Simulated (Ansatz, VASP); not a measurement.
# One calculation of IrRh5, two programs

```
CELL_PARAMETERS angstrom
4.72179 0.00000 0.00000
-2.36089 4.08919 0.00000
0.00000 0.00000 8.80164
ATOMIC_POSITIONS crystal
Ir 0.00000 0.00000 0.00000
Ir 0.00000 0.00000 0.50000
Rh 0.66667 0.33333 0.00000
Rh 0.66667 0.33333 0.50000
Rh 0.33333 0.66667 0.00000
Rh 0.33333 0.66667 0.50000
Rh 0.33080 0.00000 0.25000
Rh 0.33080 0.00000 0.75000
Rh 0.00000 0.33080 0.25000
Rh 0.00000 0.33080 0.75000
Rh 0.66920 0.66920 0.25000
Rh 0.66920 0.66920 0.75000
```

Alike in both runs: task single point; functional PBE; k mesh 6 × 6 × 4; occupations gaussian, width 0.2 eV; no spin polarisation.

|  | VASP | Ansatz |
| --- | --- | --- |
| version | VASP 6.6.1 | Ansatz 0.2.0 |
| potentials or method | VASP PAW PBE potentials, release 64 (Ir, Rh_pv), cutoff 520 eV | scalar-relativistic, plane waves, PAW |
| valence electrons in the cell | 168 | 204 |

VASP gave:

```
gap on the k mesh at the Fermi level (eV)                     : none
pressure (GPa)                                                : 0.2
traceless stress, the component that is largest in VASP (GPa) : -0.15
rms of the force components (eV/Å)                            : 0.006
```

Task: What did Ansatz give for the same quantities?

Result: gap on the k mesh at the Fermi level (eV): none; pressure (GPa): 0.1; traceless stress, the component that is largest in VASP (GPa): -0.16; rms of the force components (eV/Å): 0.002.

Atom by atom the forces differ by 0.004 eV/Å (rms over components). A gap of «none» marks a metal or a gap that the smearing closes. VASP's potentials hold 168 valence electrons a cell and Ansatz's 204, so a difference there can come from the potentials and not from the codes.

Neither program's run includes spin-orbit coupling.
